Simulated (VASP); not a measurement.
The system is Mg.

```
Mg
1.0
    -1.51099    1.51099    1.42203
     1.51099   -1.51099    1.42203
     1.51099    1.51099   -1.42203
Mg
1
Direct
  0.00000 0.00000 0.00000
```

* Program: VASP 6.6.1
* Task: relaxation of cell and atoms
* Functional: PBEsol
* Potentials or basis: VASP PAW PBE potentials, release 64 (Mg)
* Cutoff: 600 eV
* k mesh: 10 × 10 × 10
* Occupations: gaussian, width 0.1 eV
* Spin: no spin polarisation

At the start: pressure 59.8 GPa; volume 12.99 Å³/atom.

Task: How do energy, volume and symmetry change on relaxing?

Result: Over 4 steps the energy falls by 1132.5 meV/atom and the volume is 22.60 Å³/atom (+74.0 %); space group I4/mmm (No. 139, to 0.1 Å) before and after.

Step by step:
| step | energy change (eV) | largest force (eV/Å) | pressure (GPa) | volume (Å³) |
| --- | --- | --- | --- | --- |
| 1 | 0.0000 | 0.0000 | 59.80 | 12.99 |
| 2 | -1.1172 | 0.0000 | -2.49 | 24.39 |
| 3 | -1.1306 | 0.0000 | 1.03 | 21.95 |
| 4 | -1.1325 | 0.0000 | -0.09 | 22.60 |

Final structure:
```cif
data_structure
_symmetry_space_group_name_H-M 'P 1'
_symmetry_Int_Tables_number 1
_cell_length_a 3.0866
_cell_length_b 3.0866
_cell_length_c 3.0866
_cell_angle_alpha 108.099
_cell_angle_beta 108.099
_cell_angle_gamma 112.253
_cell_volume 22.60
loop_
_atom_site_label
_atom_site_type_symbol
_atom_site_fract_x
_atom_site_fract_y
_atom_site_fract_z
_atom_site_occupancy
Mg1 Mg 0.00000 0.00000 0.00000 1
```

Caveat: the volume moved by over 15 % at a fixed basis, so the end points are rough; the PAW data sets were made with another functional, which shifts forces and pressure a little.
